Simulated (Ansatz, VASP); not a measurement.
Be7S in VASP and in Ansatz

```
Be S
1.0
     0.00000    3.34488    3.34488
     3.34488    0.00000    3.34488
     3.34488    3.34488    0.00000
Be S
7 1
Direct
  0.74999 0.25001 0.25001
  0.25001 0.74999 0.74999
  0.25001 0.74999 0.25001
  0.74999 0.25001 0.74999
  0.25001 0.25001 0.74999
  0.74999 0.74999 0.25001
  0.25000 0.25000 0.25000
  0.75000 0.75000 0.75000
```

Alike in both runs: functional PBE; k mesh 4 × 4 × 4; occupations gaussian, width 0.2 eV; no spin polarisation.

Ansatz relaxed the structure, and its values are those at the end. VASP's run is a single point on that final structure, the one shown.

|  | VASP | Ansatz |
| --- | --- | --- |
| version | VASP 6.6.1 | Ansatz 0.2.0 |
| potentials or method | VASP PAW PBE potentials, release 64 (Be, S), cutoff 600 eV | scalar-relativistic, plane waves, PAW |
| valence electrons in the cell | 20 | 20 |

|  | VASP | Ansatz | Ansatz less VASP |
| --- | --- | --- | --- |
| gap on the k mesh at the Fermi level (eV) | none | none | - |
| pressure (GPa) | -0.5 | -0.5 | -0.07 |

A gap of «none» marks a metal or a gap that the smearing closes. With one functional, cell and mesh, what is left measures potentials, basis and numerics.

The k mesh is coarse, so the values compare programs but aren't converged.
